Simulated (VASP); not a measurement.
# H12SO8 in VASP: a series of runs

Runs on H12SO8. Level: PBE. Tasks: single point.

All numbers are computed with VASP 6.6.1; they aren't measurements. Logs are shortened: lines on timing, memory, paths and dates and some standing lists are left out, and cuts for length are marked.

**1. The cell of the first run**

The cell holds an amorphous packing of atoms, 21 atoms: a = 6.333 Å, b = 6.333 Å, c = 6.333 Å, α = 90.00°, β = 90.00°, γ = 90.00°.

**2. Single point, PBE**

INCAR reads:

```
ALGO = Normal ; EDIFF = 1E-7
ENCUT = 520 ; GGA = PE
ISIF = 2 ; ISMEAR = -1
LASPH = T ; LCHARG = F
LREAL = Auto ; LWAVE = F
NBANDS = 49 ; NELM = 60
PREC = Accurate ; SIGMA = 0.02
```

KPOINTS reads:

```
k-points
0
Gamma
  1 1 1
```

POSCAR reads:

```
H12SO8
1.0
    6.3330260000      0.0000000000      0.0000000000
    0.0000000000      6.3330260000      0.0000000000
    0.0000000000      0.0000000000      6.3330260000
O H S
8 12 1
Direct
    0.3629668190      0.6046843814      0.8120619584
    0.6222153616      0.0503489707      0.9217253652
    0.9790145889      0.3537405290      0.5002288123
    0.4465062400      0.7769599403      0.4447141401
    0.3749569625      0.2204420217      0.6243037109
    0.2168015752     -0.0804704005      0.1116802414
    0.8375656612      0.5414129776      0.0133347791
    0.5923706587      0.3781635063      0.2655338002
    0.4946416455      0.6256122398      0.8897364867
    0.3856455032      0.6877849048      0.6767949692
    0.5517789708      0.0964522831      0.7866847822
    0.7477720487     -0.0312304909      0.8840925989
    1.1167871748      0.2846316018      0.5259387647
    0.9870705061      0.4834275996      0.5811716561
    0.3446104324      0.8358169939      0.3396464190
    0.5071760515      0.6552486600      0.3712636472
    0.4605065921      0.2459025332      0.4975675218
    0.3764223322      0.3595268844      0.7002518322
    0.3440518719     -0.0101831697      0.0560750497
    0.2095195764     -0.2059937327      0.0196316149
    0.7907739273      0.3564363662      0.1458724497
```

Potentials or basis: VASP PAW PBE potentials, release 64 (O, H, S).

On the command line:

```console
> cat potpaw_PBE.64/O/POTCAR potpaw_PBE.64/H/POTCAR potpaw_PBE.64/S/POTCAR > POTCAR
> mpirun -np 1 vasp_gam > vasp.out
```

OUTCAR:

```text
EDIFF = 1E-7
   ENCUT = 520
   GGA = PE
   ISIF = 2
   ISMEAR = -1
   LASPH = T
   LREAL = Auto
   NELM = 60
   PREC = Accurate

 ion  position               nearest neighbor table
   1  0.363  0.605  0.812-   9 0.98  10 1.02
   2  0.622  0.050  0.922-  12 0.98  11 1.01
   3  0.979  0.354  0.500-  14 0.97  13 0.99
   4  0.447  0.777  0.445-  16 0.98  15 1.00
   5  0.375  0.220  0.624-  17 0.98  18 1.00
   6  0.217  0.920  0.112-  19 0.99  20 0.99
   7  0.838  0.541  0.013-  21 1.47
   8  0.592  0.378  0.266-  21 1.47
   9  0.495  0.626  0.890-   1 0.98
  10  0.386  0.688  0.677-   1 1.02
  11  0.552  0.096  0.787-   2 1.01
  12  0.748  0.969  0.884-   2 0.98
  13  0.117  0.285  0.526-   3 0.99
  14  0.987  0.483  0.581-   3 0.97
  15  0.345  0.836  0.340-   4 1.00
  16  0.507  0.655  0.371-   4 0.98
  17  0.461  0.246  0.498-   5 0.98
  18  0.376  0.360  0.700-   5 1.00
  19  0.344  0.990  0.056-   6 0.99
  20  0.210  0.794  0.020-   6 0.99
  21  0.791  0.356  0.146-   7 1.47   8 1.47

  LATTYP: Found a simple cubic cell.
 ALAT       =     6.3330260000

  Lattice vectors:

 A1 = (   6.3330260000,   0.0000000000,   0.0000000000)
 A2 = (   0.0000000000,   6.3330260000,   0.0000000000)
 A3 = (   0.0000000000,   0.0000000000,   6.3330260000)

Analysis of symmetry for initial positions (statically):
=====================================================================
 Subroutine PRICEL returns:
 Original cell was already a primitive cell.

 Routine SETGRP: Setting up the symmetry group for a
 simple cubic supercell.

 Subroutine GETGRP returns: Found  1 space group operations
 (whereof  1 operations were pure point group operations)
 out of a pool of 48 trial point group operations.

The static configuration has the point symmetry C_1 .

Analysis of symmetry for dynamics (positions and initial velocities):
=====================================================================
 Subroutine PRICEL returns:
 Original cell was already a primitive cell.

 Routine SETGRP: Setting up the symmetry group for a
 simple cubic supercell.

 Subroutine GETGRP returns: Found  1 space group operations
 (whereof  1 operations were pure point group operations)
 out of a pool of 48 trial point group operations.

The dynamic configuration has the point symmetry C_1 .

 Subroutine INISYM returns: Found  1 space group operations
 (whereof  1 operations are pure point group operations),
 and found     1 'primitive' translations

----------------------------------------------------------------------------------------

                                     Primitive cell

  volume of cell :     254.0001

  direct lattice vectors                    reciprocal lattice vectors
     6.333026000  0.000000000  0.000000000     0.157902399  0.000000000  0.000000000
     0.000000000  6.333026000  0.000000000     0.000000000  0.157902399  0.000000000
     0.000000000  0.000000000  6.333026000     0.000000000  0.000000000  0.157902399

  length of vectors
     6.333026000  6.333026000  6.333026000     0.157902399  0.157902399  0.157902399

  position of ions in fractional coordinates (direct lattice)
     0.362966819  0.604684381  0.812061958
     0.622215362  0.050348971  0.921725365
     0.979014589  0.353740529  0.500228812
     0.446506240  0.776959940  0.444714140
     0.374956963  0.220442022  0.624303711
     0.216801575  0.919529600  0.111680241
[... 13 lines left out ...]
     0.209519576  0.794006267  0.019631615
     0.790773927  0.356436366  0.145872450

  ion indices of the primitive-cell ions
   primitive index   ion index
                 1           1
                 2           2
                 3           3
                 4           4
                 5           5
                 6           6
[... 13 lines left out ...]
                20          20
                21          21

----------------------------------------------------------------------------------------

 KPOINTS: k-points

Automatic generation of k-mesh.
 Grid dimensions read from file:
 generate k-points for:    1    1    1

 Generating k-lattice:

  Cartesian coordinates                     Fractional coordinates (reciprocal lattice)
     0.157902399  0.000000000  0.000000000     1.000000000  0.000000000  0.000000000
     0.000000000  0.157902399  0.000000000     0.000000000  1.000000000  0.000000000
     0.000000000  0.000000000  0.157902399     0.000000000  0.000000000  1.000000000

  Length of vectors
     0.157902399  0.157902399  0.157902399

  Shift w.r.t. Gamma in fractional coordinates (k-lattice)
     0.000000000  0.000000000  0.000000000

 Subroutine IBZKPT returns following result:
 ===========================================

 Found      1 irreducible k-points:

 Following reciprocal coordinates:
            Coordinates               Weight
  0.000000  0.000000  0.000000      1.000000
   k-points           NKPTS =      1   k-points in BZ     NKDIM =      1   number of bands    NBANDS=     49
   number of dos      NEDOS =    301   number of ions     NIONS =     21
   total plane-waves  NPLWV = 110592
   dimension x,y,z NGX =    48 NGY =   48 NGZ =   48
   dimension x,y,z NGXF=    96 NGYF=   96 NGZF=   96
   ions per type =               8  12   1
   NGX,Y,Z   is equivalent  to a cutoff of  12.60, 12.60, 12.60 a.u.
   NGXF,Y,Z  is equivalent  to a cutoff of  25.20, 25.20, 25.20 a.u.
 SYSTEM =  unknown system
   PREC   = accura    normal or accurate (medium, high low for compatibility)
   ISTART =      0    job   : 0-new  1-cont  2-samecut
   ICHARG =      2    charge: 1-file 2-atom 10-const
   ISPIN  =      1    spin polarized calculation?
   LNONCOLLINEAR =      F non collinear calculations
   LSORBIT =      F    spin-orbit coupling
   LASPH  =      T    aspherical Exc in radial PAW
   ENCUT  =  520.0 eV  38.22 Ry    6.18 a.u.  11.78 11.78 11.78*2*pi/ulx,y,z
   NELM   =     60;   NELMIN=  2; NELMDL= -5     # of ELM steps
   EDIFF  = 0.1E-06   stopping-criterion for ELM
   LREAL  =      T    real-space projection
   EDIFFG = 0.1E-05   stopping-criterion for IOM
   NSW    =      0    number of steps for IOM
   IBRION =     -1    ionic relax: 0-MD 1-quasi-New 2-CG
   NFREE  =      0    steps in history (QN), initial steepest desc. (CG)
   ISIF   =      2    stress and relaxation
   ISYM   =      2    0-nonsym 1-usesym 2-fastsym
   POTIM  = 0.5000    time-step for ionic-motion
   TEBEG  =    0.0;   TEEND  =   0.0 temperature during run
   PSTRESS=    0.0 pullay stress
   NELECT =      66.0000    total number of electrons
   NUPDOWN=      -1.0000    fix difference up-down
   EMIN   =  10.00;   EMAX   =-10.00  energy-range for DOS
   EFERMI =   0.00;   METHOD = LEGACY
   ISMEAR =    -1;   SIGMA  =   0.02  broadening in eV -4-tet -1-fermi 0-gaus
   EFERMI_NEDOS =   21; number of points for ismear=-14 and -15
   IALGO  =     38    algorithm
   IMIX   =      4    mixing-type and parameters
     AMIX     =   0.40;   BMIX     =  1.00
     AMIX_MAG =   1.60;   BMIX_MAG =  1.00
  volume/ion in A,a.u.               =      12.10        81.62
  Fermi-wavevector in a.u.,A,eV,Ry     =   1.044668  1.974136 14.848457  1.091331
  Thomas-Fermi vector in A             =   2.179430
   LORBIT       =      0    0 simple, 1 ext, 2 COOP (PROOUT), +10 PAW based schemes
   GGA     = PE    functional components
   LHFCALC =     F    Hartree Fock is set to
   AEXX    =    0.0000 exact exchange contribution
   IVDW    =     0    specifies the selected vdW correction
   LEPSILON=     F    determine dielectric tensor
   LRPA    =     F    only Hartree local field effects (RPA)
 non-spin polarized calculation
  energy-cutoff  :      520.00
  volume of cell :      254.00
 maximum number of plane-waves:      3430
 NGX is ok and might be reduce to    48
   NGX = 23   NGY = 23   NGZ = 23

 number of electron      65.9999992 magnetization

 Free energy of the ion-electron system (eV)
  ---------------------------------------------------
  ext. energy  EPLUGINS =         0.00000000
  ---------------------------------------------------
  free energy    TOTEN  =      -105.02364815 eV

  energy without entropy =     -105.02364815  energy(sigma->0) =     -105.02364815

 E-fermi :  -3.0252     XC(G=0):  -6.6961

 val. band max:       -3.5914586285   @ k =   0.0000   0.0000   0.0000
 cond. band min:      -0.1129416128   @ k =   0.0000   0.0000   0.0000
 fundamental gap:      3.4785170157
 Fermi energy:        -3.0252331994

 k-point     1 :       0.0000    0.0000    0.0000
  band No.  band energies     occupation
      1     -24.6644      2.00000
      2     -22.3205      2.00000
      3     -22.1424      2.00000
      4     -21.8896      2.00000
      5     -21.8429      2.00000
      6     -21.6250      2.00000
[... 37 lines left out ...]
     44       7.2954      0.00000
     45       7.4612      0.00000
 [bands above 45 left out]

------------------------ aborting loop because EDIFF is reached ----------------------------------------

  FORCE on cell =-STRESS in cart. coord.  units (eV):
  Direction    XX          YY          ZZ          XY          YZ          ZX
  --------------------------------------------------------------------------------------
  -------------------------------------------------------------------------------------
  Total       -0.4737757     -0.0641290      0.0317066     -0.1869623      0.4436438      0.1649863
  in kB       -2.9884746     -0.4045116      0.1999981     -1.1793178      2.7984092      1.0406979
  external PRESSURE =      -1.0643294 kB  Pullay stress =       0.0000000 kB

 VOLUME and BASIS-vectors are now :
 -----------------------------------------------------------------------------
  energy-cutoff  :      520.00
  volume of cell :      254.00
      direct lattice vectors                 reciprocal lattice vectors
     6.333026000  0.000000000  0.000000000     0.157902399  0.000000000  0.000000000
     0.000000000  6.333026000  0.000000000     0.000000000  0.157902399  0.000000000
     0.000000000  0.000000000  6.333026000     0.000000000  0.000000000  0.157902399

 POSITION                                       TOTAL-FORCE (eV/Angst)
 -----------------------------------------------------------------------------------
      2.29868      3.82948      5.14281         0.114223      0.008743     -0.031336
      3.94051      0.31886      5.83731         0.150888     -0.034112     -0.199059
      6.20012      2.24025      3.16796        -0.102166     -0.105636     -0.121981
      2.82774      4.92051      2.81639         0.031292     -0.028558      0.020518
      2.37461      1.39607      3.95373         0.058722      0.056761      0.038189
      1.37301      5.82340      0.70727         0.149634     -0.044397     -0.121347
[... 13 lines left out ...]
      1.32689      5.02846      0.12433        -0.044147      0.085201      0.072182
      5.00799      2.25732      0.92381        -0.155731      0.368922     -0.161246
 -----------------------------------------------------------------------------------
    total drift:                                0.000025     -0.002199     -0.000734

  FREE ENERGIE OF THE ION-ELECTRON SYSTEM (eV)
  ---------------------------------------------------
  free  energy   TOTEN  =      -105.0236481459 eV

  energy  without entropy=     -105.0236481459  energy(sigma->0) =     -105.02364815
```

Run time: 39 s. Hardware: 1 thread of Intel Xeon 6975P-C, shared host; peak memory 0.29 GiB.

What came out:

```yaml
Free_energy: -105.0236 eV
Pressure: -0.1 GPa
Largest_force: 0.609 eV/Å
Band_gap_on_the_k_mesh: 3.48 eV
```

Forces in eV/Å, atoms in the order of the input:
```
O    0.114  0.009 -0.031
O    0.151 -0.034 -0.199
O   -0.102 -0.106 -0.122
O    0.031 -0.029  0.021
O    0.059  0.057  0.038
O    0.150 -0.044 -0.121
O   -0.185 -0.454  0.360
O    0.283  0.047 -0.197
H   -0.031 -0.042  0.032
H   -0.069 -0.012 -0.025
H    0.008 -0.016  0.128
H   -0.199  0.089  0.063
H    0.134 -0.110  0.003
H   -0.032  0.215  0.117
H   -0.025  0.001  0.002
H    0.010  0.000 -0.006
H    0.042 -0.043 -0.098
H   -0.048  0.042  0.071
H   -0.089 -0.025  0.052
H   -0.044  0.085  0.072
S   -0.156  0.369 -0.161
```

Stress tensor (GPa, compression positive):
```
-0.30 -0.12  0.10
-0.12 -0.04  0.28
 0.10  0.28  0.02
```

Caveat: the k points lie up to 0.99 Å⁻¹ apart.

**3. Single point, PBE**

INCAR reads:

```
PREC = Accurate
ENCUT = 520
EDIFF = 1E-7
ISMEAR = -1
SIGMA = 0.02
LREAL = Auto
LASPH = True
NELM = 80
ALGO = Normal
ISIF = 2
LWAVE = False
LCHARG = False
GGA = PE
NBANDS = 49
```

KPOINTS reads:

```
regular mesh
0
Gamma
  1 1 1
```

POSCAR reads:

```
H12SO8
1.0
    6.3330260000      0.0000000000      0.0000000000
    0.0000000000      6.3330260000      0.0000000000
    0.0000000000      0.0000000000      6.3330260000
O H S
8 12 1
Direct
    0.3465010249      0.6080505591      0.8317508881
    0.6335202161      0.0289119293      0.9021121972
    0.9747157204      0.3116519654      0.5073719893
    0.4962398702      0.8161817116      0.4609486839
    0.3753655835      0.2199580422      0.5942025187
    0.1801350571     -0.0764089710      0.1130896984
    0.8517413319      0.5258623603     -0.0021790531
    0.5983869323      0.3836238790      0.2670603279
    0.4699333304      0.6132139675      0.9194814612
    0.3639018693      0.7216455451      0.7382095068
    0.5637905166      0.0997943163      0.7760113412
    0.7292406505     -0.0711192406      0.8369458771
    1.1212965177      0.2700446832      0.4997295132
    0.9359033107      0.3983719631      0.6216617459
    0.3658914396      0.8637577045      0.3937454228
    0.5642484335      0.7191191067      0.3653545714
    0.4737387783      0.2685604007      0.4872552236
    0.3542382425      0.3389217098      0.7023025012
    0.3093939611     -0.0072003494      0.0511130066
    0.1633658223     -0.2004886763      0.0183482588
    0.8003441009      0.3555804129      0.1551548975
```

Potentials or basis: VASP PAW PBE potentials, release 64 (O, H, S).

On the command line:

```console
> cat potpaw_PBE.64/O/POTCAR potpaw_PBE.64/H/POTCAR potpaw_PBE.64/S/POTCAR > POTCAR
> mpirun -np 1 vasp_gam > vasp.out
```

OUTCAR:

```text
PREC = Accurate
   ENCUT = 520
   EDIFF = 1E-7
   ISMEAR = -1
   LREAL = Auto
   LASPH = True
   NELM = 80
   ISIF = 2
   GGA = PE

 ion  position               nearest neighbor table
   1  0.347  0.608  0.832-  10 0.94   9 0.96
   2  0.634  0.029  0.902-  12 0.97  11 1.02
   3  0.975  0.312  0.507-  14 0.94  13 0.97
   4  0.496  0.816  0.461-  16 0.96  15 0.98
   5  0.375  0.220  0.594-  17 0.97  18 1.03
[... 275 lines left out ...]
  -------------------------------------------------------------------------------------
  Total        1.2017334     -0.4783663     -0.6117121     -0.9363237      0.4164757      0.7810968
  in kB        7.5802739     -3.0174313     -3.8585477     -5.9061270      2.6270387      4.9269891
  external PRESSURE =       0.2347650 kB  Pullay stress =       0.0000000 kB

 VOLUME and BASIS-vectors are now :
 -----------------------------------------------------------------------------
  energy-cutoff  :      520.00
  volume of cell :      254.00
      direct lattice vectors                 reciprocal lattice vectors
     6.333026000  0.000000000  0.000000000     0.157902399  0.000000000  0.000000000
     0.000000000  6.333026000  0.000000000     0.000000000  0.157902399  0.000000000
     0.000000000  0.000000000  6.333026000     0.000000000  0.000000000  0.157902399

 POSITION                                       TOTAL-FORCE (eV/Angst)
 -----------------------------------------------------------------------------------
      2.19440      3.85080      5.26750        -0.979542     -1.950737      1.213182
      4.01210      0.18310      5.71310        -0.654028      0.768476     -0.625524
      6.17290      1.97370      3.21320        -1.350913     -0.850103     -2.010730
      3.14270      5.16890      2.91920        -0.026009      0.353844      0.677145
      2.37720      1.39300      3.76310        -0.627227      0.516042      1.948351
      1.14080      5.84913      0.71620         0.971223      0.272924     -0.754589
[... 13 lines left out ...]
      1.03460      5.06333      0.11620         0.119085      0.366744      0.522075
      5.06860      2.25190      0.98260         0.326485      0.653636     -1.239235
 -----------------------------------------------------------------------------------
    total drift:                               -0.001038      0.003377      0.000720

  FREE ENERGIE OF THE ION-ELECTRON SYSTEM (eV)
  ---------------------------------------------------
  free  energy   TOTEN  =      -104.2260565261 eV

  energy  without entropy=     -104.2260565261  energy(sigma->0) =     -104.22605653
```

OSZICAR:

```text
N       E                     dE             d eps       ncg     rms          rms(c)
DAV:   1     0.585999053101E+03    0.58600E+03   -0.35538E+04    98   0.124E+03
DAV:   2    -0.555117189959E+02   -0.64151E+03   -0.60601E+03   131   0.304E+02
DAV:   3    -0.115484752471E+03   -0.59973E+02   -0.59588E+02   115   0.103E+02
DAV:   4    -0.116453984446E+03   -0.96923E+00   -0.96751E+00   124   0.145E+01
DAV:   5    -0.116467823152E+03   -0.13839E-01   -0.13831E-01   124   0.171E+00    0.379E+01
DAV:   6    -0.104518350071E+03    0.11949E+02   -0.40244E+01   124   0.299E+01    0.216E+01
DAV:   7    -0.104348541952E+03    0.16981E+00   -0.28814E+00   132   0.880E+00    0.101E+01
DAV:   8    -0.104235107301E+03    0.11343E+00   -0.30059E-01   132   0.357E+00    0.182E+00
DAV:   9    -0.104222890282E+03    0.12217E-01   -0.41982E-02   132   0.168E+00    0.573E-01
DAV:  10    -0.104224166725E+03   -0.12764E-02   -0.13485E-02   116   0.622E-01    0.344E-01
DAV:  11    -0.104226021220E+03   -0.18545E-02   -0.37101E-03   116   0.302E-01    0.142E-01
DAV:  12    -0.104226136935E+03   -0.11572E-03   -0.51437E-04   124   0.197E-01    0.412E-02
DAV:  13    -0.104226075765E+03    0.61170E-04   -0.17579E-04   116   0.801E-02    0.275E-02
DAV:  14    -0.104226064512E+03    0.11253E-04   -0.24034E-05   116   0.234E-02    0.140E-02
DAV:  15    -0.104226057544E+03    0.69678E-05   -0.43546E-06   116   0.130E-02    0.380E-03
DAV:  16    -0.104226056531E+03    0.10135E-05   -0.96039E-07   124   0.617E-03    0.175E-03
DAV:  17    -0.104226056526E+03    0.47403E-08   -0.16561E-07    84   0.225E-03
   1 F= -.10422606E+03 E0= -.10422606E+03  d E =-.948713E-11
```

stdout:

```text
POSCAR found type information on POSCAR O H S
 POSCAR found :  3 types and      21 ions
 scaLAPACK will be used
 LDA part: xc-table for (Slater+PW92), standard interpolation
 POSCAR, INCAR and KPOINTS ok, starting setup
 FFT: planning ... GRIDC
 FFT: planning ... GRID_SOFT
 FFT: planning ... GRID
 WAVECAR not read
 entering main loop
```

Wall time 38 s (1 thread of Intel Xeon 6975P-C, shared host); peak memory 0.29 GiB.

What came out:

- Free energy: -104.2261 eV
- Pressure: 0.0 GPa
- Largest force: 2.567 eV/Å
- Band gap on the k mesh: 2.93 eV

Forces in eV/Å, atoms in the order of the input:
```
O   -0.980 -1.951  1.213
O   -0.654  0.768 -0.626
O   -1.351 -0.850 -2.011
O   -0.026  0.354  0.677
O   -0.627  0.516  1.948
O    0.971  0.273 -0.755
O   -0.707 -1.191  1.438
O    0.405  0.375 -0.534
H    0.590  0.032  0.513
H    0.545  1.477 -1.891
H    0.196 -0.555  0.586
H    0.270 -0.146  0.029
H    1.005  0.021  0.653
H    0.226  0.935  1.405
H    0.041 -0.073 -0.478
H   -0.139 -0.293 -0.318
H    0.348  0.397 -0.338
H    0.378 -0.528 -1.319
H   -0.936 -0.582  0.525
H    0.119  0.367  0.522
S    0.326  0.654 -1.239
```

Stress tensor (GPa, compression positive):
```
 0.76 -0.59  0.49
-0.59 -0.30  0.26
 0.49  0.26 -0.39
```

Caveat: the k points lie up to 0.99 Å⁻¹ apart.
